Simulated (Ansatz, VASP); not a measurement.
One calculation of CsCl, two programs

File INCAR:

```
SYSTEM = CsCl
PREC = Accurate
ENCUT = 500
EDIFF = 1E-6
ISMEAR = 0
SIGMA = 0.01
LREAL = .False.
LASPH = .True.
NELM = 120
ALGO = Normal
ISIF = 2
LWAVE = .False.
LCHARG = .False.
GGA = PE
NBANDS = 15
GGA_COMPAT = .False.
```

File KPOINTS:

```
Automatic mesh
0
Gamma
  6 6 6
  0 0 0
```

File POSCAR:

```
CsCl
1.0
    4.1171308565      0.0000000000      0.0000000000
    0.0000000000      4.1171308565      0.0000000000
    0.0000000000      0.0000000000      4.1171308565
Cs Cl
1 1
Direct
    0.0000000000      0.0000000000      0.0000000000
    0.5000000000      0.5000000000      0.5000000000
```

Input for Ansatz:

```yaml
crystal:
  lattice:
    - [4.1171308565, 0.0, 0.0]
    - [0.0, 4.1171308565, 0.0]
    - [0.0, 0.0, 4.1171308565]
  atoms:
    - { symbol: Cs, position: [0.0, 0.0, 0.0] }
    - { symbol: Cl, position: [0.5, 0.5, 0.5] }
kpoints:
  mp_grid: { grid: [6, 6, 6] }
hamiltonian:
  xc: pbe
scf:
  occupations: { method: fixed }
  n_extra_bands: 4
output:
  forces: true
  stress: true
  eigenvalues: true
```

Alike in both runs: task single point; functional PBE; k mesh 6 × 6 × 6; no spin polarisation.

|  | VASP | Ansatz |
| --- | --- | --- |
| version | VASP 6.6.1 | Ansatz 0.2.0 |
| potentials or method | VASP PAW PBE potentials, release 64 (Cs_sv, Cl) | plane waves, PAW |
| plane-wave cutoff (eV) | 500 | 420 |
| occupations | gaussian, width 0.01 eV | fixed |
| valence electrons in the cell | 16 | 16 |

```tsv
	VASP	Ansatz	Ansatz less VASP
gap on the k mesh at the Fermi level (eV)	5.28	5.29	+0.012
pressure (GPa)	1.1	1.1	-0.02
```

Spin-orbit coupling is off throughout.
